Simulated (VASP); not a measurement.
# CaO in VASP: a series of runs

CaO is run at these levels: PBE; tasks: single point.

Everything below comes from runs of VASP 6.6.1. Logs are shortened: lines on timing, memory, paths and dates and some standing lists are left out, and cuts for length are marked.

## 1. The cell of the first run

The cell holds a slab with vacuum, 16 atoms: a = 6.940 Å, b = 6.940 Å, c = 17.250 Å, α = 90.00°, β = 90.00°, γ = 60.00°.

## 2. Single point, PBE

The input, INCAR:

```
SYSTEM = CaO
ALGO = Normal
EDIFF = 1E-7
ENCUT = 520
GGA = PE
ISIF = 2
ISMEAR = -1
LASPH = .True.
LCHARG = .False.
LREAL = Auto
LWAVE = .False.
NBANDS = 78
NELM = 60
PREC = Accurate
SIGMA = 0.05
```

The input, KPOINTS:

```
k-points
0
Gamma
  2 2 1
  0 0 0
```

The input, POSCAR:

```
CaO
1.0
    6.9395460000      0.0000000000      0.0000000000
    3.4697730000      6.0098230000      0.0000000000
    0.0000000000      0.0000000000     17.2495870000
Ca O
8 8
Direct
    0.0000000000      0.0000000000      0.0579724025
    0.0000029021      0.4999980865      0.0579724025
    0.5000038907      0.0000000000      0.0579724025
    0.5000067929      0.4999980865      0.0579724025
    0.6646054085      0.6538295720      0.1917031405
    0.6863238799      0.1740816660      0.2859430779
    0.1647206025      0.6839968498      0.2777631720
    0.1874840691      0.1526168075      0.2220922739
    0.3166593284      0.8393425231      0.1070344467
    0.3277107633      0.3241526414      0.0076407626
    0.8363201588      0.8173784819      0.0502794647
    0.8303228427      0.3093102742      0.1083040423
    1.0638938441      0.5026437551      0.2010482918
    1.0563159162      0.0318312203      0.3094740761
    0.5220163615      0.5037918754      0.2593569342
    0.5506288443      1.0296309891      0.2010946697
```

Potentials or basis: VASP PAW PBE potentials, release 64 (Ca_sv, O).

Started as:

```bash
cat potpaw_PBE.64/Ca_sv/POTCAR potpaw_PBE.64/O/POTCAR > POTCAR
mpirun -np 1 vasp_std > vasp.out
```

OUTCAR:

```text
SYSTEM = CaO
   EDIFF = 1E-7
   ENCUT = 520
   GGA = PE
   ISIF = 2
   ISMEAR = -1
   LASPH = .True.
   LREAL = Auto
   NELM = 60
   PREC = Accurate

 ion  position               nearest neighbor table
   1  0.000  0.000  0.058-  12 2.05   9 2.08  11 2.09
   2  0.000  0.500  0.058-  11 1.91  10 2.15  12 2.33  13 2.51   5 3.06
   3  0.500  0.000  0.058-  11 2.03  10 2.13   9 2.24  16 2.52   5 3.11
   4  0.500  0.500  0.058-  12 2.17   9 2.21  10 2.27   5 3.00
   5  0.665  0.654  0.192-  15 2.11  16 2.32  13 2.43  12 2.52   9 2.55   4 3.00   2 3.06   3 3.11

   6  0.686  0.174  0.286-  15 2.03  16 2.23  14 2.28
   7  0.165  0.684  0.278-  13 2.17  15 2.17  14 2.21
   8  0.187  0.153  0.222-  14 2.14  13 2.16  16 2.25
   9  0.317  0.839  0.107-   1 2.08   4 2.21   3 2.24   5 2.55
  10  0.328  0.324  0.008-   3 2.13   2 2.15   4 2.27
  11  0.836  0.817  0.050-   2 1.91   3 2.03   1 2.09
  12  0.830  0.309  0.108-   1 2.05   4 2.17   2 2.33   5 2.52
  13  0.064  0.503  0.201-   8 2.16   7 2.17   5 2.43   2 2.51
  14  0.056  0.032  0.309-   8 2.14   7 2.21   6 2.28
  15  0.522  0.504  0.259-   6 2.03   5 2.11   7 2.17
  16  0.551  0.030  0.201-   6 2.23   8 2.25   5 2.32   3 2.52

  LATTYP: Found a hexagonal cell.
 ALAT       =     6.9395458902
 C/A-ratio  =     2.4856939161

  Lattice vectors:

 A1 = (  -3.4697730000,  -6.0098230000,   0.0000000000)
 A2 = (   6.9395460000,   0.0000000000,   0.0000000000)
 A3 = (   0.0000000000,   0.0000000000,  17.2495870000)

Analysis of symmetry for initial positions (statically):
=====================================================================
 Subroutine PRICEL returns:
 Original cell was already a primitive cell.

 Routine SETGRP: Setting up the symmetry group for a
 hexagonal supercell.

 Subroutine GETGRP returns: Found  1 space group operations
 (whereof  1 operations were pure point group operations)
 out of a pool of 24 trial point group operations.

The static configuration has the point symmetry C_1 .

Analysis of symmetry for dynamics (positions and initial velocities):
=====================================================================
 Subroutine PRICEL returns:
 Original cell was already a primitive cell.

 Routine SETGRP: Setting up the symmetry group for a
 hexagonal supercell.

 Subroutine GETGRP returns: Found  1 space group operations
 (whereof  1 operations were pure point group operations)
[... 111 lines left out ...]
   EDIFFG = 0.1E-05   stopping-criterion for IOM
   NSW    =      0    number of steps for IOM
   IBRION =     -1    ionic relax: 0-MD 1-quasi-New 2-CG
   NFREE  =      0    steps in history (QN), initial steepest desc. (CG)
   ISIF   =      2    stress and relaxation
   ISYM   =      2    0-nonsym 1-usesym 2-fastsym
   POTIM  = 0.5000    time-step for ionic-motion
   TEBEG  =    0.0;   TEEND  =   0.0 temperature during run
   PSTRESS=    0.0 pullay stress
   NELECT =     128.0000    total number of electrons
   NUPDOWN=      -1.0000    fix difference up-down
   EMIN   =  10.00;   EMAX   =-10.00  energy-range for DOS
   EFERMI =   0.00;   METHOD = LEGACY
   ISMEAR =    -1;   SIGMA  =   0.05  broadening in eV -4-tet -1-fermi 0-gaus
   EFERMI_NEDOS =   21; number of points for ismear=-14 and -15
   IALGO  =     38    algorithm
   IMIX   =      4    mixing-type and parameters
     AMIX     =   0.40;   BMIX     =  1.00
     AMIX_MAG =   1.60;   BMIX_MAG =  1.00
  volume/ion in A,a.u.               =      44.96       303.42
  Fermi-wavevector in a.u.,A,eV,Ry     =   0.920777  1.740016 11.535425  0.847830
  Thomas-Fermi vector in A             =   2.046120
   LORBIT       =      0    0 simple, 1 ext, 2 COOP (PROOUT), +10 PAW based schemes
   GGA     = PE    functional components
   LHFCALC =     F    Hartree Fock is set to
   AEXX    =    0.0000 exact exchange contribution
   IVDW    =     0    specifies the selected vdW correction
   LEPSILON=     F    determine dielectric tensor
   LRPA    =     F    only Hartree local field effects (RPA)
 non-spin polarized calculation
  energy-cutoff  :      520.00
  volume of cell :      719.40
 maximum number of plane-waves:     19374
 NGX is ok and might be reduce to    54
   NGX = 25   NGY = 25   NGZ = 65

 number of electron     128.0000008 magnetization

 Free energy of the ion-electron system (eV)
  ---------------------------------------------------
  ext. energy  EPLUGINS =         0.00000000
  ---------------------------------------------------
  free energy    TOTEN  =       -91.84337315 eV

  energy without entropy =      -91.84336918  energy(sigma->0) =      -91.84337116

 E-fermi :  -1.0480     XC(G=0):  -4.1926

 val. band max:       -1.6791617290   @ k =   0.0000   0.0000   0.0000
 cond. band min:      -0.4448499668   @ k =   0.0000   0.0000   0.0000
 fundamental gap:      1.2343117622
 Fermi energy:        -1.0480344177

 k-point     1 :       0.0000    0.0000    0.0000
  band No.  band energies     occupation
      1     -41.2726      2.00000
      2     -40.3687      2.00000
      3     -39.8306      2.00000
      4     -39.7913      2.00000
      5     -39.7400      2.00000
      6     -39.6764      2.00000
[... 305 lines left out ...]
     75       3.1679      0.00000
     76       3.2572      0.00000
 [bands above 76 left out]

------------------------ aborting loop because EDIFF is reached ----------------------------------------

  FORCE on cell =-STRESS in cart. coord.  units (eV):
  Direction    XX          YY          ZZ          XY          YZ          ZX
  --------------------------------------------------------------------------------------
  -------------------------------------------------------------------------------------
  Total       11.2414146     23.2035303     -1.3649205     -3.4177966     -0.6700787     -1.6923833
  in kB       25.0357211     51.6765137     -3.0398105     -7.6117648     -1.4923304     -3.7691018
  external PRESSURE =      24.5574748 kB  Pullay stress =       0.0000000 kB

 VOLUME and BASIS-vectors are now :
 -----------------------------------------------------------------------------
  energy-cutoff  :      520.00
  volume of cell :      719.40
      direct lattice vectors                 reciprocal lattice vectors
     6.939546000  0.000000000  0.000000000     0.144101646 -0.083197126  0.000000000
     3.469773000  6.009823000  0.000000000     0.000000000  0.166394252  0.000000000
     0.000000000  0.000000000 17.249587000     0.000000000  0.000000000  0.057972402

 POSITION                                       TOTAL-FORCE (eV/Angst)
 -----------------------------------------------------------------------------------
      0.00000      0.00000      1.00000        -0.559684     -0.420798     -0.485919
      1.73490      3.00490      1.00000         0.873708     -3.510599      1.198665
      3.46980      0.00000      1.00000        -0.370625      1.506040      1.022313
      5.20470      3.00490      1.00000        -1.803484     -0.971426      0.110313
      6.88070      3.92940      3.30680         1.169818      0.287918      1.133771
      5.36680      1.04620      4.93240         0.265080     -0.800340     -0.256172
[... 8 lines left out ...]
      5.37060      3.02770      4.47380        -0.283846      1.038381      0.448595
      3.92393      0.17808      3.46880        -0.183043     -0.562255      0.066641
 -----------------------------------------------------------------------------------
    total drift:                                0.006760      0.006352     -0.001545

  FREE ENERGIE OF THE ION-ELECTRON SYSTEM (eV)
  ---------------------------------------------------
  free  energy   TOTEN  =       -91.8433731481 eV

  energy  without entropy=      -91.8433691799  energy(sigma->0) =      -91.84337116
```

OSZICAR:

```text
N       E                     dE             d eps       ncg     rms          rms(c)
DAV:   1     0.137865386354E+04    0.13787E+04   -0.61561E+04   744   0.141E+03
DAV:   2     0.401597862135E+02   -0.13385E+04   -0.13047E+04   848   0.413E+02
DAV:   3    -0.110008143895E+03   -0.15017E+03   -0.14918E+03   800   0.123E+02
[... 19 lines left out ...]
DAV:  23    -0.918433697570E+02   -0.18302E-04   -0.22057E-06   696   0.374E-03    0.170E-03
DAV:  24    -0.918433717338E+02   -0.19767E-05   -0.19290E-07   552   0.150E-03    0.982E-04
DAV:  25    -0.918433725771E+02   -0.84330E-06   -0.14327E-07   536   0.121E-03    0.215E-04
DAV:  26    -0.918433730508E+02   -0.47376E-06   -0.35027E-08   456   0.626E-04    0.154E-04
DAV:  27    -0.918433731481E+02   -0.97247E-07   -0.72117E-09   472   0.386E-04
   1 F= -.91843373E+02 E0= -.91843371E+02  d E =-.396821E-05
```

stdout:

```text
POSCAR found type information on POSCAR CaO
 POSCAR found :  2 types and      16 ions
 scaLAPACK will be used
 LDA part: xc-table for (Slater+PW92), standard interpolation
 POSCAR, INCAR and KPOINTS ok, starting setup
 FFT: planning ... GRIDC
 FFT: planning ... GRID_SOFT
 FFT: planning ... GRID
 WAVECAR not read
 entering main loop
```

It took 22 min on 1 thread of Intel Xeon 8259CL, shared host; peak memory 0.78 GiB.

What came out:

| Property | Result |
| --- | --- |
| Free energy | -91.8434 eV |
| Largest force | 3.811 eV/Å |
| Band gap on the k mesh | 1.23 eV |

Forces on the atoms (eV/Å):
```
Ca  -0.560 -0.421 -0.486
Ca   0.874 -3.511  1.199
Ca  -0.371  1.506  1.022
Ca  -1.803 -0.971  0.110
Ca   1.170  0.288  1.134
Ca   0.265 -0.800 -0.256
Ca   0.611 -0.240 -0.167
Ca   0.299  0.035 -0.429
O    0.863 -0.856 -0.207
O    0.910  0.571 -0.050
O    0.155  1.926 -1.207
O    0.070  1.589 -0.495
O   -0.854  0.679 -0.414
O   -1.161 -0.271 -0.269
O   -0.284  1.038  0.449
O   -0.183 -0.562  0.067
```

Caveat: the k points lie up to 0.52 Å⁻¹ apart; the atoms stand as in a frame of molecular dynamics.

## 3. Single point, PBE

The input, INCAR:

```
SYSTEM = CaO
PREC = Accurate
ENCUT = 520
EDIFF = 1E-7
ISMEAR = -1
SIGMA = 0.05
LREAL = Auto
LASPH = .True.
NELM = 80
ALGO = Normal
ISIF = 2
LWAVE = .False.
LCHARG = .False.
GGA = PE
NBANDS = 78
```

The input, KPOINTS:

```
regular mesh
0
Gamma
  2 2 1
  0 0 0
```

The input, POSCAR:

```
CaO
1.0
    6.9395460000      0.0000000000      0.0000000000
    3.4697730000      6.0098230000      0.0000000000
    0.0000000000      0.0000000000     17.2495870000
Ca O
8 8
Direct
    0.0000000000      0.0000000000      0.0579724025
    0.0000029021      0.4999980865      0.0579724025
    0.5000038907      0.0000000000      0.0579724025
    0.5000067929      0.4999980865      0.0579724025
    0.6872135096      0.7026829243      0.2014309096
    0.6556025822      0.2473117761      0.2588641687
    0.1594764940      0.7062437613      0.2720760793
    0.1770333980      0.1930006924      0.2608294332
    0.3265818958      0.8316883875      0.0876600698
    0.3132520468      0.3175634291      0.0320587386
    0.8410124536      0.8200407899     -0.0134495974
    0.8248570490      0.3105582311      0.0847092745
    1.0611310708      0.5038750725      0.2125384219
    1.0052805288      0.0516487757      0.2960650594
    0.5101835141      0.5828790632      0.2374723522
    0.5304979302      1.0264029407      0.2505277373
```

Potentials or basis: VASP PAW PBE potentials, release 64 (Ca_sv, O).

Started as:

```bash
cat potpaw_PBE.64/Ca_sv/POTCAR potpaw_PBE.64/O/POTCAR > POTCAR
mpirun -np 1 vasp_std > vasp.out
```

Wall time 22 min (1 thread of Intel Xeon 8259CL, shared host); peak memory 0.78 GiB.

The run converged. Its results:

```
Free energy            : -89.5725 eV
Largest force          : 3.829 eV/Å
Band gap on the k mesh : 1.54 eV
```

Forces on the atoms (eV/Å):
```
Ca  -1.567 -2.779 -2.118
Ca  -1.055  1.364  0.096
Ca   1.397 -1.040 -0.953
Ca  -2.234 -0.393 -0.965
Ca   1.730  0.873 -0.661
Ca   0.770 -1.571  0.337
Ca   1.026  0.455  0.192
Ca   1.509 -0.480 -0.366
O    1.241  0.142  0.776
O    2.011  0.457 -0.631
O   -0.301  0.289  2.394
O    0.954  2.316  1.455
O   -0.477  1.421 -1.015
O   -2.231 -0.551  0.420
O   -3.164 -0.546  1.468
O    0.391  0.043 -0.429
```

Levels at points of the mesh, in eV from the valence-band top:
| k point | band 62 | band 63 | band 64 | band 65 | band 66 | band 67 |
| --- | --- | --- | --- | --- | --- | --- |
| (0.00, 0.00, 0.00) | -0.20 | -0.06 | 0.00 | 1.54 | 2.59 | 3.56 |
| (0.50, 0.00, 0.00) | -0.23 | -0.19 | -0.03 | 2.35 | 2.56 | 3.49 |
| (0.50, 0.50, 0.00) | -0.23 | -0.10 | -0.05 | 2.23 | 2.92 | 3.20 |
| (0.00, 0.50, 0.00) | -0.22 | -0.19 | -0.04 | 2.32 | 2.54 | 3.50 |

Caveat: the k points lie up to 0.52 Å⁻¹ apart; the atoms stand as in a frame of molecular dynamics.
